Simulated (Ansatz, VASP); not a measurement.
**InP in VASP and in Ansatz**

```
In P
1.0
     0.00000    2.82061    2.93050
     2.82061    0.00000    2.93050
     2.82061    2.82061    0.00000
In P
1 1
Direct
  0.00000 0.00000 0.00000
  0.75000 0.75000 0.75000
```

Change from the starting cell: strain -0.0375 x Voigt [1, 1, 0, 0, 0, 0], atoms carried along.

Alike in both runs: task single point; functional PBEsol; k mesh 8 × 8 × 8; occupations gaussian, width 0.05 eV; no spin polarisation.

```csv
,VASP,Ansatz
version,VASP 6.6.1,Ansatz 0.2.0
potentials or method,"VASP PAW PBE potentials, release 64 (In_d, P), cutoff 520 eV","scalar-relativistic, plane waves, PAW"
valence electrons in the cell,18,18
```

|  | VASP | Ansatz | Ansatz less VASP |
| --- | --- | --- | --- |
| gap on the k mesh at the Fermi level (eV) | 0.95 | 0.95 | +0.001 |
| least direct gap on the mesh (eV) | 0.95 | 0.95 | +0.001 |
| pressure (GPa) | 6.8 | 6.9 | +0.04 |
| traceless stress, the component that is largest in VASP (GPa) | -1.06 | -1.06 | +0.001 |

VASP's potentials were made for PBE, not for PBEsol.
